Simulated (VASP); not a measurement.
# Rb (I4/mmm) in VASP: notebook

Rb is run at these levels: PBEsol; tasks: single point.

All numbers are computed with VASP 6.6.1; they aren't measurements. Logs are shortened: lines on timing, memory, paths and dates and some standing lists are left out, and cuts for length are marked.

## Step 1: The cell of the first run

Symmetry: I4/mmm, No. 139, tetragonal system. Conventional cell: a = 5.715 Å, b = 5.715 Å, c = 5.309 Å, α = 90.00°, β = 90.00°, γ = 90.00°.

## Step 2: Single point, PBEsol

INCAR

```
  PREC = Accurate
  ENCUT = 520
  EDIFF = 1E-6
  ISMEAR = 0
  SIGMA = 0.1
  LREAL = False
  LASPH = True
  NELM = 80
  ALGO = Normal
  ISIF = 2
  LWAVE = False
  LCHARG = False
  GGA = PS
  NBANDS = 10
```

KPOINTS

```
regular mesh
0
Gamma
  10 10 10
```

POSCAR

```
Rb
1.0
   -2.8573522396      2.8573522396      2.6545287614
    2.8573522396     -2.8573522396      2.6545287614
    2.8573522396      2.8573522396     -2.6545287614
Rb
1
Direct
    0.0000000000      0.0000000000      0.0000000000
```

Potentials or basis: VASP PAW PBE potentials, release 64 (Rb_sv).

On the command line:

```
> cat potpaw_PBE.64/Rb_sv/POTCAR > POTCAR
> mpirun -np 1 vasp_std > vasp.out
```

OUTCAR:

```text
PREC = Accurate
   ENCUT = 520
   EDIFF = 1E-6
   ISMEAR = 0
   LREAL = False
   LASPH = True
   NELM = 80
   ISIF = 2
   GGA = PS

 ion  position               nearest neighbor table
   1  0.000  0.000  0.000-

  LATTYP: Found a body centered tetragonal cell.
 ALAT       =     5.7147044792
 C/A-ratio  =     0.9290169845

  Lattice vectors:

 A1 = (  -2.8573522396,   2.8573522396,   2.6545287614)
 A2 = (   2.8573522396,  -2.8573522396,   2.6545287614)
 A3 = (   2.8573522396,   2.8573522396,  -2.6545287614)

Analysis of symmetry for initial positions (statically):
=====================================================================
 Subroutine PRICEL returns:
 Original cell was already a primitive cell.

 Routine SETGRP: Setting up the symmetry group for a
 body centered tetragonal supercell.

 Subroutine GETGRP returns: Found 16 space group operations
 (whereof 16 operations were pure point group operations)
 out of a pool of 16 trial point group operations.

The static configuration has the point symmetry D_4h.

Analysis of symmetry for dynamics (positions and initial velocities):
=====================================================================
 Subroutine PRICEL returns:
 Original cell was already a primitive cell.

 Routine SETGRP: Setting up the symmetry group for a
 body centered tetragonal supercell.

 Subroutine GETGRP returns: Found 16 space group operations
 (whereof 16 operations were pure point group operations)
 out of a pool of 16 trial point group operations.

The dynamic configuration has the point symmetry D_4h.

 Subroutine INISYM returns: Found 16 space group operations
 (whereof 16 operations are pure point group operations),
 and found     1 'primitive' translations

----------------------------------------------------------------------------------------

                                     Primitive cell

  volume of cell :      86.6912

  direct lattice vectors                    reciprocal lattice vectors
    -2.857352240  2.857352240  2.654528761     0.000000000  0.174987176  0.188357349
     2.857352240 -2.857352240  2.654528761     0.174987176  0.000000000  0.188357349
     2.857352240  2.857352240 -2.654528761     0.174987176  0.174987176  0.000000000

  length of vectors
     4.834816086  4.834816086  4.834816086     0.257097263  0.257097263  0.247469238

  position of ions in fractional coordinates (direct lattice)
     0.000000000  0.000000000  0.000000000

  ion indices of the primitive-cell ions
   primitive index   ion index
[... 73 lines left out ...]
   EDIFF  = 0.1E-05   stopping-criterion for ELM
   LREAL  =      F    real-space projection
   EDIFFG = 0.1E-04   stopping-criterion for IOM
   NSW    =      0    number of steps for IOM
   IBRION =     -1    ionic relax: 0-MD 1-quasi-New 2-CG
   NFREE  =      0    steps in history (QN), initial steepest desc. (CG)
   ISIF   =      2    stress and relaxation
   ISYM   =      2    0-nonsym 1-usesym 2-fastsym
   POTIM  = 0.5000    time-step for ionic-motion
   TEBEG  =    0.0;   TEEND  =   0.0 temperature during run
   PSTRESS=    0.0 pullay stress
   NELECT =       9.0000    total number of electrons
   NUPDOWN=      -1.0000    fix difference up-down
   EMIN   =  10.00;   EMAX   =-10.00  energy-range for DOS
   EFERMI =   0.00;   METHOD = LEGACY
   ISMEAR =     0;   SIGMA  =   0.10  broadening in eV -4-tet -1-fermi 0-gaus
   EFERMI_NEDOS =   21; number of points for ismear=-14 and -15
   IALGO  =     38    algorithm
   IMIX   =      4    mixing-type and parameters
     AMIX     =   0.40;   BMIX     =  1.00
     AMIX_MAG =   1.60;   BMIX_MAG =  1.00
  volume/ion in A,a.u.               =      86.69       585.02
  Fermi-wavevector in a.u.,A,eV,Ry     =   0.769421  1.453995  8.054766  0.592009
  Thomas-Fermi vector in A             =   1.870406
   LORBIT       =      0    0 simple, 1 ext, 2 COOP (PROOUT), +10 PAW based schemes
   GGA     = PS    functional components
   LHFCALC =     F    Hartree Fock is set to
   AEXX    =    0.0000 exact exchange contribution
   IVDW    =     0    specifies the selected vdW correction
   LEPSILON=     F    determine dielectric tensor
   LRPA    =     F    only Hartree local field effects (RPA)
 non-spin polarized calculation
 Gauss-broadening in eV      SIGMA  =   0.10
  energy-cutoff  :      520.00
  volume of cell :       86.69
 maximum number of plane-waves:      2357
   NGX = 17   NGY = 17   NGZ = 17

 number of electron       9.0000000 magnetization

 Free energy of the ion-electron system (eV)
  ---------------------------------------------------
  ext. energy  EPLUGINS =         0.00000000
  ---------------------------------------------------
  free energy    TOTEN  =        -1.02448524 eV

  energy without entropy =       -1.01910769  energy(sigma->0) =       -1.02179646

 E-fermi :   0.0449     XC(G=0):  -5.6429

 val. band max:        0.0316522842   @ k =   0.5000   0.2000   0.0000
 cond. band min:       0.0491705261   @ k =  -0.4000   0.4000   0.2000
 fundamental gap:      0.0175182420
 Fermi energy:         0.0449257141

 k-point     1 :       0.0000    0.0000    0.0000
  band No.  band energies     occupation
      1     -28.7771      2.00000
      2     -12.8188      2.00000
      3     -12.8188      2.00000
      4     -12.8186      2.00000
      5      -1.9866      2.00000
      6       3.5274      0.00000
      7       3.9310      0.00000
      8       3.9310      0.00000
      9       4.4808      0.00000
     10       5.0332      0.00000
[... 287 lines left out ...]
 k-point    24 :       0.4000    0.3000   -0.0000
  band No.  band energies     occupation
      1     -28.7712      2.00000
      2     -12.9068      2.00000
      3     -12.8854      2.00000
      4     -12.8325      2.00000
      5       0.7003      0.00000
      6       1.3384      0.00000
      7       1.6561      0.00000
      8       4.1786      0.00000
      9       4.7893      0.00000
     10       5.1538      0.00000

 [... further k-points ...]
[... 5 lines left out ...]
  --------------------------------------------------------------------------------------
  -------------------------------------------------------------------------------------
  Total       -0.0050723     -0.0050723      0.0036589      0.0000000     -0.0000000      0.0000000
  in kB       -0.0937436     -0.0937436      0.0676226      0.0000000     -0.0000000      0.0000000
  external PRESSURE =      -0.0399549 kB  Pullay stress =       0.0000000 kB

 VOLUME and BASIS-vectors are now :
 -----------------------------------------------------------------------------
  energy-cutoff  :      520.00
  volume of cell :       86.69
      direct lattice vectors                 reciprocal lattice vectors
    -2.857352240  2.857352240  2.654528761     0.000000000  0.174987176  0.188357349
     2.857352240 -2.857352240  2.654528761     0.174987176  0.000000000  0.188357349
     2.857352240  2.857352240 -2.654528761     0.174987176  0.174987176  0.000000000

 POSITION                                       TOTAL-FORCE (eV/Angst)
 -----------------------------------------------------------------------------------
      0.00000      0.00000      0.00000        -0.000000      0.000000     -0.000000
 -----------------------------------------------------------------------------------
    total drift:                               -0.000000      0.000000      0.000000

  FREE ENERGIE OF THE ION-ELECTRON SYSTEM (eV)
  ---------------------------------------------------
  free  energy   TOTEN  =        -1.0244852396 eV

  energy  without entropy=       -1.0191076902  energy(sigma->0) =       -1.02179646
```

stdout:

```text
POSCAR found type information on POSCAR Rb
 POSCAR found :  1 types and       1 ions
 scaLAPACK will be used
 -----------------------------------------------------------------------------
|                                                                             |
|                                                                             |
|     You enforced a specific xc type in the INCAR file but a different       |
|     I HOPE YOU KNOW WHAT YOU ARE DOING!                                     |
|                                                                             |
 -----------------------------------------------------------------------------

 LDA part: xc-table for (Slater+PW92), standard interpolation
 POSCAR, INCAR and KPOINTS ok, starting setup
 FFT: planning ... GRIDC
 FFT: planning ... GRID_SOFT
 FFT: planning ... GRID
 WAVECAR not read
 entering main loop
```

It took 21 s on 1 thread of Intel Xeon 6975P-C (Granite Rapids), shared host; peak memory 0.24 GiB.

What came out:

```
Free energy            : -1.0245 eV
Pressure               : 0.0 GPa
Band gap on the k mesh : zero (an odd number of electrons rules out a gap without spin polarisation)
```

Caveat: the PAW data sets were made with another functional, which shifts forces and pressure a little.

## Step 3: Single point, PBEsol

INCAR

```
ALGO = Fast ; EDIFF = 1E-6
ENCUT = 520 ; GGA = PS
ISIF = 2 ; ISMEAR = 0
LASPH = T ; LCHARG = T
LELF = T ; LREAL = F
LVHAR = T ; LWAVE = F
NBANDS = 10 ; NELM = 80
PREC = Accurate ; SIGMA = 0.1
```

KPOINTS

```
k-points
0
Gamma
  12 12 12
```

POSCAR is that of step 2.

Potentials or basis: VASP PAW PBE potentials, release 64 (Rb_sv).

On the command line:

```
> cat potpaw_PBE.64/Rb_sv/POTCAR > POTCAR
> mpirun -np 1 vasp_std > vasp.out
```

OUTCAR:

```text
EDIFF = 1E-6
   ENCUT = 520
   GGA = PS
   ISIF = 2
   ISMEAR = 0
   LASPH = T
   LREAL = F
   NELM = 80
   PREC = Accurate

 ion  position               nearest neighbor table
   1  0.000  0.000  0.000-

  LATTYP: Found a body centered tetragonal cell.
 ALAT       =     5.7147044792
 C/A-ratio  =     0.9290169845

  Lattice vectors:

 A1 = (  -2.8573522396,   2.8573522396,   2.6545287614)
 A2 = (   2.8573522396,  -2.8573522396,   2.6545287614)
 A3 = (   2.8573522396,   2.8573522396,  -2.6545287614)

Analysis of symmetry for initial positions (statically):
=====================================================================
 Subroutine PRICEL returns:
 Original cell was already a primitive cell.

 Routine SETGRP: Setting up the symmetry group for a
 body centered tetragonal supercell.

 Subroutine GETGRP returns: Found 16 space group operations
 (whereof 16 operations were pure point group operations)
 out of a pool of 16 trial point group operations.

The static configuration has the point symmetry D_4h.

Analysis of symmetry for dynamics (positions and initial velocities):
=====================================================================
 Subroutine PRICEL returns:
 Original cell was already a primitive cell.

 Routine SETGRP: Setting up the symmetry group for a
 body centered tetragonal supercell.

 Subroutine GETGRP returns: Found 16 space group operations
 (whereof 16 operations were pure point group operations)
 out of a pool of 16 trial point group operations.

The dynamic configuration has the point symmetry D_4h.

 Subroutine INISYM returns: Found 16 space group operations
 (whereof 16 operations are pure point group operations),
 and found     1 'primitive' translations

----------------------------------------------------------------------------------------

                                     Primitive cell

  volume of cell :      86.6912

  direct lattice vectors                    reciprocal lattice vectors
    -2.857352240  2.857352240  2.654528761     0.000000000  0.174987176  0.188357349
     2.857352240 -2.857352240  2.654528761     0.174987176  0.000000000  0.188357349
     2.857352240  2.857352240 -2.654528761     0.174987176  0.174987176  0.000000000

  length of vectors
     4.834816086  4.834816086  4.834816086     0.257097263  0.257097263  0.247469238

  position of ions in fractional coordinates (direct lattice)
     0.000000000  0.000000000  0.000000000

  ion indices of the primitive-cell ions
   primitive index   ion index
                 1           1

----------------------------------------------------------------------------------------

 KPOINTS: k-points

Automatic generation of k-mesh.
 Grid dimensions read from file:
 generate k-points for:   12   12   12

 Generating k-lattice:

  Cartesian coordinates                     Fractional coordinates (reciprocal lattice)
     0.000000000  0.014582265  0.015696446     0.083333333 -0.000000000  0.000000000
     0.014582265  0.000000000  0.015696446    -0.000000000  0.083333333  0.000000000
     0.014582265  0.014582265  0.000000000     0.000000000  0.000000000  0.083333333

  Length of vectors
     0.021424772  0.021424772  0.020622436

  Shift w.r.t. Gamma in fractional coordinates (k-lattice)
     0.000000000  0.000000000  0.000000000

 Subroutine IBZKPT returns following result:
 ===========================================

 Found    163 irreducible k-points:

 Following reciprocal coordinates:
            Coordinates               Weight
  0.000000  0.000000  0.000000      1.000000
  0.083333  0.000000 -0.000000      8.000000
  0.166667  0.000000  0.000000      8.000000
  0.250000  0.000000  0.000000      8.000000
  0.333333  0.000000  0.000000      8.000000
  0.416667  0.000000  0.000000      8.000000
[... 16 lines left out ...]
  0.500000  0.166667  0.000000     16.000000
 -0.416667  0.166667 -0.000000     16.000000
 [... further k-points ...]
   k-points           NKPTS =    163   k-points in BZ     NKDIM =    163   number of bands    NBANDS=     10
   number of dos      NEDOS =    301   number of ions     NIONS =      1
   total plane-waves  NPLWV =  46656
   dimension x,y,z NGX =    36 NGY =   36 NGZ =   36
   dimension x,y,z NGXF=    72 NGYF=   72 NGZF=   72
   ions per type =               1
   NGX,Y,Z   is equivalent  to a cutoff of  12.38, 12.38, 12.38 a.u.
   NGXF,Y,Z  is equivalent  to a cutoff of  24.76, 24.76, 24.76 a.u.
 SYSTEM =  unknown system
   PREC   = accura    normal or accurate (medium, high low for compatibility)
   ISTART =      0    job   : 0-new  1-cont  2-samecut
   ICHARG =      2    charge: 1-file 2-atom 10-const
   ISPIN  =      1    spin polarized calculation?
   LNONCOLLINEAR =      F non collinear calculations
   LSORBIT =      F    spin-orbit coupling
   LASPH  =      T    aspherical Exc in radial PAW
   ENCUT  =  520.0 eV  38.22 Ry    6.18 a.u.   8.99  8.99  8.99*2*pi/ulx,y,z
   NELM   =     80;   NELMIN=  2; NELMDL= -5     # of ELM steps
   EDIFF  = 0.1E-05   stopping-criterion for ELM
   LREAL  =      F    real-space projection
   EDIFFG = 0.1E-04   stopping-criterion for IOM
   NSW    =      0    number of steps for IOM
   IBRION =     -1    ionic relax: 0-MD 1-quasi-New 2-CG
   NFREE  =      0    steps in history (QN), initial steepest desc. (CG)
   ISIF   =      2    stress and relaxation
   ISYM   =      2    0-nonsym 1-usesym 2-fastsym
   POTIM  = 0.5000    time-step for ionic-motion
   TEBEG  =    0.0;   TEEND  =   0.0 temperature during run
   PSTRESS=    0.0 pullay stress
   NELECT =       9.0000    total number of electrons
   NUPDOWN=      -1.0000    fix difference up-down
   EMIN   =  10.00;   EMAX   =-10.00  energy-range for DOS
   EFERMI =   0.00;   METHOD = LEGACY
   ISMEAR =     0;   SIGMA  =   0.10  broadening in eV -4-tet -1-fermi 0-gaus
   EFERMI_NEDOS =   21; number of points for ismear=-14 and -15
   IALGO  =     68    algorithm
   IMIX   =      4    mixing-type and parameters
     AMIX     =   0.40;   BMIX     =  1.00
     AMIX_MAG =   1.60;   BMIX_MAG =  1.00
  volume/ion in A,a.u.               =      86.69       585.02
  Fermi-wavevector in a.u.,A,eV,Ry     =   0.769421  1.453995  8.054766  0.592009
  Thomas-Fermi vector in A             =   1.870406
   LORBIT       =      0    0 simple, 1 ext, 2 COOP (PROOUT), +10 PAW based schemes
   GGA     = PS    functional components
   LHFCALC =     F    Hartree Fock is set to
   AEXX    =    0.0000 exact exchange contribution
   IVDW    =     0    specifies the selected vdW correction
   LEPSILON=     F    determine dielectric tensor
   LRPA    =     F    only Hartree local field effects (RPA)
 non-spin polarized calculation
 RMM-DIIS sequential band-by-band and
 Gauss-broadening in eV      SIGMA  =   0.10
  energy-cutoff  :      520.00
  volume of cell :       86.69
 maximum number of plane-waves:      2358
   NGX = 17   NGY = 17   NGZ = 17

 number of electron       9.0000000 magnetization

 Free energy of the ion-electron system (eV)
  ---------------------------------------------------
  ext. energy  EPLUGINS =         0.00000000
  ---------------------------------------------------
  free energy    TOTEN  =        -1.02577453 eV

  energy without entropy =       -1.02107231  energy(sigma->0) =       -1.02342342

 E-fermi :   0.0464     XC(G=0):  -5.6429

 val. band max:        0.0457896131   @ k =   0.3333   0.0833   0.0833
 cond. band min:       0.0519798224   @ k =  -0.4167   0.4167   0.1667
 fundamental gap:      0.0061902092
 Fermi energy:         0.0463792594

 k-point     1 :       0.0000    0.0000    0.0000
  band No.  band energies     occupation
      1     -28.7771      2.00000
      2     -12.8188      2.00000
      3     -12.8188      2.00000
      4     -12.8185      2.00000
      5      -1.9865      2.00000
      6       3.5274      0.00000
      7       3.9311      0.00000
      8       3.9311      0.00000
      9       4.4809      0.00000
     10       5.0333      0.00000

 k-point     2 :       0.0833    0.0000   -0.0000
  band No.  band energies     occupation
      1     -28.7767      2.00000
      2     -12.8266      2.00000
      3     -12.8214      2.00000
      4     -12.8189      2.00000
      5      -1.8982      2.00000
      6       3.4916      0.00000
      7       3.7807      0.00000
      8       3.9101      0.00000
      9       4.4403      0.00000
     10       4.8627      0.00000
[... 274 lines left out ...]
 k-point    24 :      -0.4167    0.1667   -0.0000
  band No.  band energies     occupation
      1     -28.7726      2.00000
      2     -12.9042      2.00000
      3     -12.8533      2.00000
      4     -12.8272      2.00000
      5      -0.5210      2.00000
      6       1.9949      0.00000
      7       2.4539      0.00000
      8       4.4527      0.00000
      9       4.6346      0.00000
     10       5.2736      0.00000

 [... further k-points ...]
[... 5 lines left out ...]
  --------------------------------------------------------------------------------------
  -------------------------------------------------------------------------------------
  Total       -0.0083261     -0.0083261      0.0056997      0.0000000      0.0000000     -0.0000000
  in kB       -0.1538786     -0.1538786      0.1053385      0.0000000      0.0000000     -0.0000000
  external PRESSURE =      -0.0674729 kB  Pullay stress =       0.0000000 kB

 VOLUME and BASIS-vectors are now :
 -----------------------------------------------------------------------------
  energy-cutoff  :      520.00
  volume of cell :       86.69
      direct lattice vectors                 reciprocal lattice vectors
    -2.857352240  2.857352240  2.654528761     0.000000000  0.174987176  0.188357349
     2.857352240 -2.857352240  2.654528761     0.174987176  0.000000000  0.188357349
     2.857352240  2.857352240 -2.654528761     0.174987176  0.174987176  0.000000000

 POSITION                                       TOTAL-FORCE (eV/Angst)
 -----------------------------------------------------------------------------------
      0.00000      0.00000      0.00000        -0.000000      0.000000     -0.000000
 -----------------------------------------------------------------------------------
    total drift:                               -0.000000      0.000000      0.000000

  FREE ENERGIE OF THE ION-ELECTRON SYSTEM (eV)
  ---------------------------------------------------
  free  energy   TOTEN  =        -1.0257745303 eV

  energy  without entropy=       -1.0210723090  energy(sigma->0) =       -1.02342342
```

It took 40 s on 1 thread of Intel Xeon 6975P-C (Granite Rapids), shared host; peak memory 0.29 GiB.

What came out:

```yaml
Free_energy: -1.0258 eV
Pressure: 0.0 GPa
Band_gap_on_the_k_mesh: zero (an odd number of electrons rules out a gap without spin polarisation)
```

Caveat: the PAW data sets were made with another functional, which shifts forces and pressure a little.
